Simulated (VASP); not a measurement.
# TiH5 (Immm) in VASP: single point with PBE

Aim: the single point of TiH5 with PBE.

Everything below comes from runs of VASP 6.6.1. Logs are shortened: lines on timing, memory, paths and dates and some standing lists are left out, and cuts for length are marked.

## (1) The cell of the first run

It takes space group Immm (No. 71, orthorhombic). Conventional cell: a = 3.448 Å, b = 3.609 Å, c = 5.584 Å, α = 90.00°, β = 90.00°, γ = 90.00°. Ti (site symmetry mmm) has 8 H at 1.80 to 1.93 Å within 2.4 Å. H (site symmetry m2m) has 6 H at 1.29 to 1.96 Å and 2 Ti at 1.93 Å within 2.0 Å. Within 1.7 Å of H (site symmetry mm2) lie 2 H at 1.29 Å. Within 2.4 Å of H (site symmetry mmm) lie 2 Ti at 1.80 Å and 8 H at 1.94 to 1.96 Å.

The cell was built from a structure type or drawn by symmetry, and may not be a known phase.

## (2) Single point, PBE

The input, INCAR:

```
SYSTEM = TiH5
PREC     = Accurate       ! precision mode
ENCUT    = 500            ! plane-wave cutoff, eV
EDIFF    = 1E-6           ! SCF threshold, eV
ISMEAR   = 0              ! smearing method
SIGMA    = 0.2            ! smearing width, eV
LREAL    = .False.        ! projectors in reciprocal space
LASPH    = .True.         ! aspherical terms in the spheres
NELM     = 120            ! most SCF steps
ALGO     = Normal         ! electronic algorithm
ISIF     = 2              ! what is computed and relaxed
LWAVE    = .False.        ! write WAVECAR
LCHARG   = .False.        ! write CHGCAR
GGA      = PE             ! functional
NBANDS   = 18             ! bands
GGA_COMPAT= .False.
```

The input, KPOINTS:

```
regular mesh
0
Gamma
  5 5 5
  0 0 0
```

The input, POSCAR:

```
TiH5
1.0
   -1.7241739282      2.7919619238      1.8044308246
    1.7241739282     -2.7919619238      1.8044308246
    1.7241739282      2.7919619238     -1.8044308246
Ti H
1 5
Direct
    0.0000000000      0.0000000000      0.0000000000
    0.7580160642      0.2580160642      0.5000000000
    0.2419839358      0.7419839358      0.5000000000
    0.6603095616      0.0000000000      0.6603095616
    0.3396904384      0.0000000000      0.3396904384
    0.5000000000      0.5000000000      0.0000000000
```

Potentials or basis: VASP PAW PBE potentials, release 64 (Ti_sv, H).

Run with:

```bash
$ cat potpaw_PBE.64/Ti_sv/POTCAR potpaw_PBE.64/H/POTCAR > POTCAR
$ mpirun -np 1 vasp_std > vasp.out
```

OUTCAR:

```text
SYSTEM = TiH5
   PREC = Accurate
   ENCUT = 500
   EDIFF = 1E-6
   ISMEAR = 0
   LREAL = .False.
   LASPH = .True.
   NELM = 120
   ISIF = 2
   GGA = PE

 ion  position               nearest neighbor table
   1  0.000  0.000  0.000-   6 1.80   6 1.80   4 1.90   5 1.90
   2  0.758  0.258  0.500-
   3  0.242  0.742  0.500-
   4  0.660  0.000  0.660-   1 1.90
   5  0.340  0.000  0.340-   1 1.90
   6  0.500  0.500  0.000-   1 1.80   1 1.80

  LATTYP: Found a body centered orthorhombic cell.
 ALAT       =     3.4483478564
 B/A-ratio  =     1.0465480281
 C/A-ratio  =     1.6193041074

  Lattice vectors:

 A1 = (  -1.7241739282,   2.7919619238,  -1.8044308246)
 A2 = (   1.7241739282,   2.7919619238,   1.8044308246)
 A3 = (   1.7241739282,  -2.7919619238,  -1.8044308246)

Analysis of symmetry for initial positions (statically):
=====================================================================
 Subroutine PRICEL returns:
 Original cell was already a primitive cell.

 Routine SETGRP: Setting up the symmetry group for a
 body centered orthorhombic supercell.

 Subroutine GETGRP returns: Found  8 space group operations
 (whereof  8 operations were pure point group operations)
 out of a pool of  8 trial point group operations.

The static configuration has the point symmetry D_2h.

Analysis of symmetry for dynamics (positions and initial velocities):
=====================================================================
 Subroutine PRICEL returns:
 Original cell was already a primitive cell.

 Routine SETGRP: Setting up the symmetry group for a
 body centered orthorhombic supercell.

 Subroutine GETGRP returns: Found  8 space group operations
 (whereof  8 operations were pure point group operations)
 out of a pool of  8 trial point group operations.

The dynamic configuration has the point symmetry D_2h.

 Subroutine INISYM returns: Found  8 space group operations
 (whereof  8 operations are pure point group operations),
 and found     1 'primitive' translations

----------------------------------------------------------------------------------------

                                     Primitive cell

  volume of cell :      34.7449

  direct lattice vectors                    reciprocal lattice vectors
    -1.724173928  2.791961924  1.804430825     0.000000000  0.179085537  0.277095688
[... 95 lines left out ...]
   LREAL  =      F    real-space projection
   EDIFFG = 0.1E-04   stopping-criterion for IOM
   NSW    =      0    number of steps for IOM
   IBRION =     -1    ionic relax: 0-MD 1-quasi-New 2-CG
   NFREE  =      0    steps in history (QN), initial steepest desc. (CG)
   ISIF   =      2    stress and relaxation
   ISYM   =      2    0-nonsym 1-usesym 2-fastsym
   POTIM  = 0.5000    time-step for ionic-motion
   TEBEG  =    0.0;   TEEND  =   0.0 temperature during run
   PSTRESS=    0.0 pullay stress
   NELECT =      17.0000    total number of electrons
   NUPDOWN=      -1.0000    fix difference up-down
   EMIN   =  10.00;   EMAX   =-10.00  energy-range for DOS
   EFERMI =   0.00;   METHOD = LEGACY
   ISMEAR =     0;   SIGMA  =   0.20  broadening in eV -4-tet -1-fermi 0-gaus
   EFERMI_NEDOS =   21; number of points for ismear=-14 and -15
   IALGO  =     38    algorithm
   IMIX   =      4    mixing-type and parameters
     AMIX     =   0.40;   BMIX     =  1.00
     AMIX_MAG =   1.60;   BMIX_MAG =  1.00
  volume/ion in A,a.u.               =       5.79        39.08
  Fermi-wavevector in a.u.,A,eV,Ry     =   1.290013  2.437772 22.641924  1.664134
  Thomas-Fermi vector in A             =   2.421871
   LORBIT       =      0    0 simple, 1 ext, 2 COOP (PROOUT), +10 PAW based schemes
   GGA     = PE    functional components
   LHFCALC =     F    Hartree Fock is set to
   AEXX    =    0.0000 exact exchange contribution
   IVDW    =     0    specifies the selected vdW correction
   LEPSILON=     F    determine dielectric tensor
   LRPA    =     F    only Hartree local field effects (RPA)
 non-spin polarized calculation
 Gauss-broadening in eV      SIGMA  =   0.20
  energy-cutoff  :      500.00
  volume of cell :       34.74
 maximum number of plane-waves:       906
   NGX = 13   NGY = 13   NGZ = 13

 number of electron      17.0000000 magnetization

 Free energy of the ion-electron system (eV)
  ---------------------------------------------------
  ext. energy  EPLUGINS =         0.00000000
  ---------------------------------------------------
  free energy    TOTEN  =       -22.17920185 eV

  energy without entropy =      -22.15327755  energy(sigma->0) =      -22.16623970

 E-fermi :   5.0366     XC(G=0): -10.6936

 val. band max:        5.0199938361   @ k =  -0.4000  -0.2000   0.2000
 cond. band min:       5.0563048031   @ k =   0.0000   0.0000   0.0000
 fundamental gap:      0.0363109669
 Fermi energy:         5.0366356469

 k-point     1 :       0.0000    0.0000    0.0000
  band No.  band energies     occupation
      1     -52.5861      2.00000
      2     -28.8441      2.00000
      3     -28.8072      2.00000
      4     -28.7819      2.00000
      5      -7.0227      2.00000
      6       1.3237      2.00000
[... 481 lines left out ...]
      5      -5.4064      2.00000
      6      -0.5920      2.00000
[... 10 lines left out ...]
     17      17.2732      0.00000
     18      17.4911      0.00000

 [... further k-points ...]

------------------------ aborting loop because EDIFF is reached ----------------------------------------

  FORCE on cell =-STRESS in cart. coord.  units (eV):
  Direction    XX          YY          ZZ          XY          YZ          ZX
  --------------------------------------------------------------------------------------
  -------------------------------------------------------------------------------------
  Total       -0.1710760      0.0361391      0.0000196      0.0000000      0.0000000     -0.0000000
  in kB       -7.8887612      1.6664705      0.0009028      0.0000000      0.0000000     -0.0000000
  external PRESSURE =      -2.0737960 kB  Pullay stress =       0.0000000 kB

 VOLUME and BASIS-vectors are now :
 -----------------------------------------------------------------------------
  energy-cutoff  :      500.00
  volume of cell :       34.74
      direct lattice vectors                 reciprocal lattice vectors
    -1.724173928  2.791961924  1.804430825     0.000000000  0.179085537  0.277095688
     1.724173928 -2.791961924  1.804430825     0.289993945  0.000000000  0.277095688
     1.724173928  2.791961924 -1.804430825     0.289993945  0.179085537  0.000000000

 POSITION                                       TOTAL-FORCE (eV/Angst)
 -----------------------------------------------------------------------------------
      0.00000      0.00000      0.00000         0.000000      0.000000     -0.000000
      0.00000      2.79196      0.93114        -0.000000     -0.000000     -0.001866
      1.72417      0.00000      0.87329         0.000000      0.000000      0.001866
      0.00000      3.68712      0.00000         0.000000     -0.048601      0.000000
      0.00000      1.89681      0.00000         0.000000      0.048601     -0.000000
      0.00000      0.00000      1.80443         0.000000      0.000000     -0.000000
 -----------------------------------------------------------------------------------
    total drift:                               -0.000000     -0.000000      0.000000

  FREE ENERGIE OF THE ION-ELECTRON SYSTEM (eV)
  ---------------------------------------------------
  free  energy   TOTEN  =       -22.1792018492 eV

  energy  without entropy=      -22.1532775492  energy(sigma->0) =      -22.16623970
```

It took 31 s on 1 thread of Intel Xeon 8259CL, shared host; peak memory 0.16 GiB.

What came out:

```yaml
Free_energy: -22.1792 eV
Pressure: -0.2 GPa
Largest_force: 0.049 eV/Å
Band_gap_on_the_k_mesh: zero (an odd number of electrons rules out a gap without spin polarisation)
```

Forces on the atoms (eV/Å):
```
Ti   0.000  0.000  0.000
H    0.000  0.000 -0.002
H    0.000  0.000  0.002
H    0.000 -0.049  0.000
H    0.000  0.049  0.000
H    0.000  0.000  0.000
```

Stress tensor (GPa, compression positive):
```
-0.79  0.00  0.00
 0.00  0.17  0.00
 0.00  0.00  0.00
```

Caveat: the k points lie up to 0.43 Å⁻¹ apart, too coarse for converged energies and pressures of a metal.
